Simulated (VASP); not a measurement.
# LiCa16 in VASP: notebook

LiCa16 is run at these levels: PBE+D3(BJ); tasks: single point.

Program: VASP 6.6.1. These are calculated values, not measurements. Logs are shortened: lines on timing, memory, paths and dates and some standing lists are left out, and cuts for length are marked.

## Step 1: The cell of the first run

The cell holds a slab with vacuum, 17 atoms: a = 11.160 Å, b = 7.891 Å, c = 16.918 Å, α = 90.00°, β = 90.00°, γ = 90.00°.

## Step 2: Single point, PBE+D3(BJ)

The input, INCAR:

```
PREC = Accurate
ENCUT = 520
EDIFF = 1E-6
ISMEAR = 0
SIGMA = 0.15
LREAL = Auto
LASPH = True
NELM = 100
ALGO = Normal
ISIF = 2
LWAVE = False
LCHARG = False
GGA = PE
IVDW = 12
NBANDS = 96
```

The input, KPOINTS:

```
regular mesh
0
Gamma
  2 2 1
```

The input, POSCAR:

```
LiCa16
1.0
   11.1600000000      0.0000000000      0.0000000000
    0.0000000000      7.8913120000      0.0000000000
    0.0000000000      0.0000000000     16.9184840000
Ca Li
16 1
Direct
    0.2500000000      0.2500000000      0.0591070098
    0.7500000000      0.2500000000      0.0591070098
    0.2500000000      0.7500000000      0.0591070098
    0.7500000000      0.7500000000      0.0591070098
   -0.0047002688      0.0000273719      0.1726697853
    0.5046832437      0.0000160936      0.1726892315
    0.0011082437      0.5000266115      0.1684410376
    0.4988755376      0.5000176143      0.1685225461
    0.2500416667      0.2404669845      0.2763147100
    0.7500019713      0.2596527675      0.2838831186
    0.2500340502      0.7594201066      0.2763008790
    0.7500017921      0.7402933758      0.2838935214
   -0.0211057348     -0.0000679228      0.3974697142
    0.5210190860     -0.0000418181      0.3974466625
    0.0300620072      0.4999476640      0.3880296249
    0.4702280466      0.4999711075      0.3882631564
    0.7500525986      0.5000129256      0.4584447401
```

Potentials or basis: VASP PAW PBE potentials, release 64 (Ca_sv, Li_sv).

Launch:

```
> cat potpaw_PBE.64/Ca_sv/POTCAR potpaw_PBE.64/Li_sv/POTCAR > POTCAR
> mpirun -np 1 vasp_std > vasp.out
```

OUTCAR:

```text
PREC = Accurate
   ENCUT = 520
   EDIFF = 1E-6
   ISMEAR = 0
   LREAL = Auto
   LASPH = True
   NELM = 100
   ISIF = 2
   GGA = PE
   IVDW = 12
 IVDW          = 12

 ion  position               nearest neighbor table
   1  0.250  0.250  0.059-
   2  0.750  0.250  0.059-
   3  0.250  0.750  0.059-
   4  0.750  0.750  0.059-
   5  0.995  0.000  0.173-
   6  0.505  0.000  0.173-
[... 9 lines left out ...]
  16  0.470  0.500  0.388-
  17  0.750  0.500  0.458-

  LATTYP: Found a simple orthorhombic cell.
 ALAT       =     7.8913120000
 B/A-ratio  =     1.4142135047
 C/A-ratio  =     2.1439380422

  Lattice vectors:

 A1 = (   0.0000000000,  -7.8913120000,   0.0000000000)
 A2 = (  11.1600000000,   0.0000000000,   0.0000000000)
 A3 = (   0.0000000000,   0.0000000000,  16.9184840000)

Analysis of symmetry for initial positions (statically):
=====================================================================
 Subroutine PRICEL returns:
 Original cell was already a primitive cell.

 Routine SETGRP: Setting up the symmetry group for a
 simple orthorhombic supercell.

 Subroutine GETGRP returns: Found  1 space group operations
 (whereof  1 operations were pure point group operations)
 out of a pool of  8 trial point group operations.

The static configuration has the point symmetry C_1 .

Analysis of symmetry for dynamics (positions and initial velocities):
=====================================================================
 Subroutine PRICEL returns:
 Original cell was already a primitive cell.

 Routine SETGRP: Setting up the symmetry group for a
 simple orthorhombic supercell.

 Subroutine GETGRP returns: Found  1 space group operations
 (whereof  1 operations were pure point group operations)
 out of a pool of  8 trial point group operations.

The dynamic configuration has the point symmetry C_1 .

 Subroutine INISYM returns: Found  1 space group operations
 (whereof  1 operations are pure point group operations),
 and found     1 'primitive' translations

----------------------------------------------------------------------------------------

                                     Primitive cell

  volume of cell :    1489.9608

  direct lattice vectors                    reciprocal lattice vectors
    11.160000000  0.000000000  0.000000000     0.089605735  0.000000000  0.000000000
     0.000000000  7.891312000  0.000000000     0.000000000  0.126721640  0.000000000
     0.000000000  0.000000000 16.918484000     0.000000000  0.000000000  0.059106951

  length of vectors
    11.160000000  7.891312000 16.918484000     0.089605735  0.126721640  0.059106951

  position of ions in fractional coordinates (direct lattice)
     0.250000000  0.250000000  0.059107010
     0.750000000  0.250000000  0.059107010
     0.250000000  0.750000000  0.059107010
     0.750000000  0.750000000  0.059107010
     0.995299731  0.000027372  0.172669785
     0.504683244  0.000016094  0.172689232
[... 9 lines left out ...]
     0.470228047  0.499971108  0.388263156
     0.750052599  0.500012926  0.458444740

  ion indices of the primitive-cell ions
   primitive index   ion index
                 1           1
                 2           2
                 3           3
                 4           4
                 5           5
                 6           6
[... 9 lines left out ...]
                16          16
                17          17

----------------------------------------------------------------------------------------

 KPOINTS: regular mesh

Automatic generation of k-mesh.
 Grid dimensions read from file:
 generate k-points for:    2    2    1

 Generating k-lattice:

  Cartesian coordinates                     Fractional coordinates (reciprocal lattice)
     0.044802867  0.000000000  0.000000000     0.500000000  0.000000000  0.000000000
     0.000000000  0.063360820  0.000000000     0.000000000  0.500000000  0.000000000
     0.000000000  0.000000000  0.059106951     0.000000000  0.000000000  1.000000000

  Length of vectors
     0.044802867  0.063360820  0.059106951

  Shift w.r.t. Gamma in fractional coordinates (k-lattice)
     0.000000000  0.000000000  0.000000000

 Subroutine IBZKPT returns following result:
 ===========================================

 Found      4 irreducible k-points:

 Following reciprocal coordinates:
            Coordinates               Weight
  0.000000  0.000000  0.000000      1.000000
  0.500000  0.000000  0.000000      1.000000
  0.000000  0.500000  0.000000      1.000000
  0.500000  0.500000  0.000000      1.000000
   k-points           NKPTS =      4   k-points in BZ     NKDIM =      4   number of bands    NBANDS=     96
   number of dos      NEDOS =    301   number of ions     NIONS =     17
   total plane-waves  NPLWV = 635040
   dimension x,y,z NGX =    84 NGY =   60 NGZ =  126
   dimension x,y,z NGXF=   168 NGYF=  120 NGZF=  252
   ions per type =              16   1
   NGX,Y,Z   is equivalent  to a cutoff of  12.51, 12.64, 12.38 a.u.
   NGXF,Y,Z  is equivalent  to a cutoff of  25.03, 25.28, 24.76 a.u.
 SYSTEM =  unknown system
   PREC   = accura    normal or accurate (medium, high low for compatibility)
   ISTART =      0    job   : 0-new  1-cont  2-samecut
   ICHARG =      2    charge: 1-file 2-atom 10-const
   ISPIN  =      1    spin polarized calculation?
   LNONCOLLINEAR =      F non collinear calculations
   LSORBIT =      F    spin-orbit coupling
   LASPH  =      T    aspherical Exc in radial PAW
   ENCUT  =  520.0 eV  38.22 Ry    6.18 a.u.  20.75 14.67 31.46*2*pi/ulx,y,z
   NELM   =    100;   NELMIN=  2; NELMDL= -5     # of ELM steps
   EDIFF  = 0.1E-05   stopping-criterion for ELM
   LREAL  =      T    real-space projection
   EDIFFG = 0.1E-04   stopping-criterion for IOM
   NSW    =      0    number of steps for IOM
   IBRION =     -1    ionic relax: 0-MD 1-quasi-New 2-CG
   NFREE  =      0    steps in history (QN), initial steepest desc. (CG)
   ISIF   =      2    stress and relaxation
   ISYM   =      2    0-nonsym 1-usesym 2-fastsym
   POTIM  = 0.5000    time-step for ionic-motion
   TEBEG  =    0.0;   TEEND  =   0.0 temperature during run
   PSTRESS=    0.0 pullay stress
   NELECT =     163.0000    total number of electrons
   NUPDOWN=      -1.0000    fix difference up-down
   EMIN   =  10.00;   EMAX   =-10.00  energy-range for DOS
   EFERMI =   0.00;   METHOD = LEGACY
   ISMEAR =     0;   SIGMA  =   0.15  broadening in eV -4-tet -1-fermi 0-gaus
   EFERMI_NEDOS =   21; number of points for ismear=-14 and -15
   IALGO  =     38    algorithm
   IMIX   =      4    mixing-type and parameters
     AMIX     =   0.40;   BMIX     =  1.00
     AMIX_MAG =   1.60;   BMIX_MAG =  1.00
  volume/ion in A,a.u.               =      87.64       591.46
  Fermi-wavevector in a.u.,A,eV,Ry     =   0.782971  1.479601  8.340967  0.613044
  Thomas-Fermi vector in A             =   1.886804
   LORBIT       =      0    0 simple, 1 ext, 2 COOP (PROOUT), +10 PAW based schemes
   GGA     = PE    functional components
   LHFCALC =     F    Hartree Fock is set to
   AEXX    =    0.0000 exact exchange contribution
   IVDW    =    12    specifies the selected vdW correction
   LEPSILON=     F    determine dielectric tensor
   LRPA    =     F    only Hartree local field effects (RPA)
 non-spin polarized calculation
 Gauss-broadening in eV      SIGMA  =   0.15
  energy-cutoff  :      520.00
  volume of cell :     1489.96
 maximum number of plane-waves:     40159
 NGX is ok and might be reduce to    84
   NGX = 41   NGY = 29   NGZ = 63

 number of electron     162.9999972 magnetization

 Free energy of the ion-electron system (eV)
  ---------------------------------------------------
  ext. energy  EPLUGINS =         0.00000000
  ---------------------------------------------------
  free energy    TOTEN  =       -27.18177141 eV

  energy without entropy =      -27.00011324  energy(sigma->0) =      -27.09094232

 E-fermi :  -0.4276     XC(G=0):  -4.6305

 val. band max:       -0.4328144394   @ k =   0.5000   0.0000   0.0000
 cond. band min:      -0.3905651138   @ k =   0.5000   0.5000   0.0000
 fundamental gap:      0.0422493256
 Fermi energy:        -0.4275958632

 k-point     1 :       0.0000    0.0000    0.0000
  band No.  band energies     occupation
      1     -48.0036      2.00000
      2     -43.2509      2.00000
      3     -43.2502      2.00000
      4     -43.2288      2.00000
      5     -43.2250      2.00000
      6     -43.2067      2.00000
[... 85 lines left out ...]
     92       0.1500      0.00000
     93       0.1773      0.00000

 k-point     2 :       0.5000    0.0000    0.0000
  band No.  band energies     occupation
      1     -48.0036      2.00000
      2     -43.2509      2.00000
      3     -43.2502      2.00000
      4     -43.2288      2.00000
      5     -43.2250      2.00000
      6     -43.2067      2.00000
[... 85 lines left out ...]
     92       0.1161      0.00000
     93       0.1682      0.00000

 k-point     3 :       0.0000    0.5000    0.0000
  band No.  band energies     occupation
      1     -48.0036      2.00000
      2     -43.2509      2.00000
      3     -43.2502      2.00000
      4     -43.2269      2.00000
      5     -43.2268      2.00000
      6     -43.2048      2.00000
[... 85 lines left out ...]
     92       0.2591      0.00000
     93       0.2722      0.00000

 k-point     4 :       0.5000    0.5000    0.0000
  band No.  band energies     occupation
      1     -48.0036      2.00000
      2     -43.2509      2.00000
      3     -43.2502      2.00000
      4     -43.2269      2.00000
      5     -43.2268      2.00000
      6     -43.2048      2.00000
[... 85 lines left out ...]
     92       0.1566      0.00000
     93       0.1635      0.00000
 [bands above 93 left out]

------------------------ aborting loop because EDIFF is reached ----------------------------------------

 Edisp (eV)   -2.60719

 E8    (eV) :    -1.3583

  FORCE on cell =-STRESS in cart. coord.  units (eV):
  Direction    XX          YY          ZZ          XY          YZ          ZX
  --------------------------------------------------------------------------------------
  -------------------------------------------------------------------------------------
  Total      -7.77303    -4.13502    -0.29516     0.00000    -0.00005    -0.00357
  in kB      -8.35846    -4.44645    -0.31739     0.00000    -0.00006    -0.00384
  external pressure =       -4.37 kB  Pullay stress =        0.00 kB

 VOLUME and BASIS-vectors are now :
 -----------------------------------------------------------------------------
  energy-cutoff  :      520.00
  volume of cell :     1489.96
      direct lattice vectors                 reciprocal lattice vectors
    11.160000000  0.000000000  0.000000000     0.089605735  0.000000000  0.000000000
     0.000000000  7.891312000  0.000000000     0.000000000  0.126721640  0.000000000
     0.000000000  0.000000000 16.918484000     0.000000000  0.000000000  0.059106951

 POSITION                                       TOTAL-FORCE (eV/Angst)
 -----------------------------------------------------------------------------------
      2.79000      1.97283      1.00000         0.000121     -0.043488     -0.045584
      8.37000      1.97283      1.00000        -0.000432      0.000269      0.048803
      2.79000      5.91848      1.00000         0.000130      0.043871     -0.045872
      8.37000      5.91848      1.00000        -0.000422      0.000053      0.048973
     11.10755      0.00022      2.92131         0.005575     -0.000398      0.002038
      5.63226      0.00013      2.92164        -0.004754     -0.000332      0.000654
[... 9 lines left out ...]
      5.24775      3.94543      6.56882         0.003345     -0.000175      0.003496
      8.37059      3.94576      7.75619         0.003252      0.000176      0.010576
 -----------------------------------------------------------------------------------
    total drift:                                0.000924     -0.000043      0.001282

  FREE ENERGIE OF THE ION-ELECTRON SYSTEM (eV)
  ---------------------------------------------------
  free  energy   TOTEN  =       -29.7889638979 eV

  energy  without entropy=      -29.6073057332  energy(sigma->0) =      -29.69813482
```

Run time: 21 min. Hardware: 1 thread of Intel Xeon 6975P-C (Granite Rapids), shared host; peak memory 1.2 GiB.

Results:

| Property | Result |
| --- | --- |
| Free energy | -29.7890 eV |
| Largest force | 0.063 eV/Å |
| Dispersion energy per atom | -0.153 eV |

Forces on the atoms (eV/Å):
```
Ca   0.000 -0.043 -0.046
Ca   0.000  0.000  0.049
Ca   0.000  0.044 -0.046
Ca   0.000  0.000  0.049
Ca   0.006  0.000  0.002
Ca  -0.005  0.000  0.001
Ca   0.000  0.000 -0.009
Ca   0.000  0.000 -0.009
Ca   0.001 -0.009 -0.005
Ca   0.000  0.004 -0.007
Ca   0.001  0.010 -0.004
Ca   0.000 -0.004 -0.008
Ca   0.005  0.000  0.004
Ca  -0.004  0.000  0.005
Ca  -0.010  0.000  0.010
Ca   0.003  0.000  0.003
Li   0.003  0.000  0.011
```

Caveat: the k points lie up to 0.40 Å⁻¹ apart; the cutoff is under 1.25 times the usual one of these potentials, so pressure, stress and relaxed cells hold a basis-set (Pulay) error.

## Step 3: Single point, PBE+D3(BJ)

The input, INCAR:

```
SYSTEM = LiCa16
  ALGO = Normal
  EDIFF = 1E-7
  ENCUT = 520
  GGA = PE
  ISIF = 2
  ISMEAR = 0
  IVDW = 12
  LASPH = .TRUE.
  LCHARG = .TRUE.
  LELF = .TRUE.
  LREAL = Auto
  LVHAR = .TRUE.
  LWAVE = .FALSE.
  NBANDS = 96
  NELM = 100
  PREC = Accurate
  SIGMA = 0.15
```

The input, KPOINTS:

```
k-points
0
G
  2 2 1
  0 0 0
```

The input, POSCAR:

```
LiCa16
1.0
   11.1600000000      0.0000000000      0.0000000000
    0.0000000000      7.8913120000      0.0000000000
    0.0000000000      0.0000000000     16.9184840000
Ca Li
16 1
Direct
    0.2500000000      0.2500000000      0.0591070098
    0.7500000000      0.2500000000      0.0591070098
    0.2500000000      0.7500000000      0.0591070098
    0.7500000000      0.7500000000      0.0591070098
    0.0012230287      0.0025730829      0.1700806644
    0.4986784946      0.0025775182      0.1701849291
    0.0011639785      0.5009813324      0.1698693571
    0.4986824373      0.5010422855      0.1699431817
    0.2500808244      0.2548535655      0.2813278069
    0.7499536738      0.2547406566      0.2802869926
    0.2499618280      0.7547945133      0.2800422307
    0.7499796595      0.7545040673      0.2769525922
   -0.0064293011      0.0022272595      0.3917889452
    0.5066426523      0.0022095185      0.3920171571
   -0.0062499104      0.5103721663      0.3917068456
    0.5060865591      0.5101661169      0.3919047357
    0.7501608423      0.7573784942      0.4680276909
```

Potentials or basis: VASP PAW PBE potentials, release 64 (Ca_sv, Li_sv).

Launch:

```
> cat potpaw_PBE.64/Ca_sv/POTCAR potpaw_PBE.64/Li_sv/POTCAR > POTCAR
> mpirun -np 1 vasp_std > vasp.out
```

Wall time 30 min (1 thread of Intel Xeon 6975P-C (Granite Rapids), shared host); peak memory 1.3 GiB.

It converged, with:

- Free energy: -29.9241 eV
- Largest force: 0.025 eV/Å
- Dispersion energy per atom: -0.153 eV

Forces in eV/Å, atoms in the order of the input:
```
Ca   0.000  0.005 -0.019
Ca  -0.001  0.004  0.025
Ca   0.000  0.004 -0.017
Ca  -0.001  0.003  0.000
Ca   0.003  0.000 -0.005
Ca   0.000  0.000 -0.006
Ca   0.003  0.000  0.000
Ca   0.001  0.000  0.000
Ca  -0.002 -0.005  0.002
Ca   0.000 -0.001 -0.001
Ca   0.001 -0.001  0.000
Ca  -0.001  0.001 -0.002
Ca   0.002  0.000  0.005
Ca  -0.004 -0.002  0.001
Ca  -0.004 -0.003  0.007
Ca   0.008  0.000  0.004
Li  -0.003 -0.006  0.006
```

Levels at points of the mesh, in eV from the Fermi level:
```tsv
k point	band 78	band 79	band 80	band 81	band 82	band 83	band 84	band 85
(0.00, 0.00, 0.00)	-0.46	-0.26	-0.22	-0.21	-0.16	0.06	0.16	0.29
(0.50, 0.00, 0.00)	-0.36	-0.30	-0.21	-0.19	-0.15	-0.01	0.18	0.27
(0.00, 0.50, 0.00)	-0.65	-0.54	0.02	0.05	0.17	0.22	0.32	0.38
(0.50, 0.50, 0.00)	-0.51	-0.42	-0.36	-0.29	0.08	0.13	0.14	0.19
```

Caveat: the k points lie up to 0.40 Å⁻¹ apart; the cutoff is under 1.25 times the usual one of these potentials, so pressure, stress and relaxed cells hold a basis-set (Pulay) error.
